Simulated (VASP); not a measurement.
# Si4N: single point with PBE+D3(BJ)

System: Si4N, a slab with vacuum.

```xyz
10
Lattice="3.8155 0.0000 0.0000 -1.9078 3.3043 0.0000 0.0000 0.0000 28.9875" Properties=species:S:1:pos:R:3 pbc="T T T"
Si    1.9078    1.1014    4.0000
Si    0.0000    2.2029    4.7967
Si    0.0000    2.2029    7.1565
Si    1.9078    1.1014    7.9531
Si    1.9078    1.1014   10.3088
Si    0.0000    2.2029   11.0937
Si    0.0000    2.2029   13.5012
Si    1.9078    1.1014   14.1875
N     2.8616    1.6522   17.8875
N     2.8616    1.6522   18.9875
```

```yaml
Program: VASP 6.6.1
Task: single point
Functional: PBE
Dispersion: D3(BJ)
Potentials_or_basis: VASP PAW PBE potentials, release 64 (Si, N)
Cutoff: 520 eV
k_mesh: 9 × 9 × 1
Occupations: gaussian, width 0.05 eV
Spin: no spin polarisation
```

The largest force is 2.172 eV/Å and the band gap on the k mesh is zero (bands 21 and 22 overlap by 0.31 eV). The dispersion energy per atom is -0.240 eV.

Forces in eV/Å, atoms in the order of the input:
```
Si   0.001  0.001  0.481
Si  -0.001 -0.001 -0.649
Si   0.001  0.000  0.234
Si  -0.001  0.000 -0.054
Si  -0.001  0.000  0.020
Si  -0.002 -0.001  0.022
Si  -0.001 -0.001 -0.010
Si  -0.011 -0.006 -0.018
N    0.026  0.015 -2.172
N   -0.012 -0.007  2.144
```

Levels at points of the mesh, in eV from the Fermi level:
```
           k point  band 18  band 19  band 20  band 21  band 22  band 23  band 24  band 25
(0.00, 0.00, 0.00)    -0.32    -0.25     0.12     0.12     0.74     1.48     2.01     2.49
```

Wall time 7.3 min on 1 thread of Intel(R) Xeon(R) 6975P-C (Granite Rapids), with other jobs on the host, peak memory 0.53 GiB.

Caveat: the standard files for N, O and F lose accuracy on very short bonds.
